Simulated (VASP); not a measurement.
Ti:

```xyz
2
Lattice="2.9314 0.0000 0.0000 -1.4657 2.5387 0.0000 0.0000 0.0000 4.7489" Properties=species:S:1:pos:R:3 pbc="T T T"
Ti    0.0000    1.6924    1.1872
Ti    1.4657    0.8462    3.5616
```

* Program: VASP 6.6.1
* Task: relaxation of cell and atoms
* Functional: PBEsol
* Potentials or basis: VASP PAW PBE potentials, release 64 (Ti_sv)
* Cutoff: 500 eV
* k mesh: 17 × 17 × 9
* Occupations: fermi-dirac, width 0.08 eV
* Spin: no spin polarisation

At the start: pressure -6.1 GPa; volume 17.67 Å³/atom.

**Question.** Where does the relaxation end?

**Answer.** Over 9 steps the energy falls by 21.8 meV/atom and the volume is 16.69 Å³/atom (-5.5 %); space group P6_3/mmc (No. 194, to 0.1 Å) before and after.

Step by step:
```tsv
step	energy change (eV)	largest force (eV/Å)	pressure (GPa)	volume (Å³)
1	0.0000	0.0000	-6.13	35.34
2	-0.0201	0.0000	5.40	31.99
3	-0.0416	0.0000	0.13	33.34
4	-0.0416	0.0000	0.28	33.30
5	-0.0431	0.0000	0.21	33.32
6	-0.0435	0.0000	0.15	33.34
7	-0.0435	0.0000	0.15	33.34
8	-0.0435	0.0000	-0.14	33.42
9	-0.0435	0.0000	0.00	33.39
```

Final structure:
```
Ti
1.0
     2.89862    0.00000    0.00000
    -1.44931    2.51028    0.00000
     0.00000    0.00000    4.58819
Ti
2
Cartesian
  0.0000 1.6735 1.1470
  1.4493 0.8368 3.4411
```

Caveat: the PAW data sets were made with another functional, which shifts forces and pressure a little.
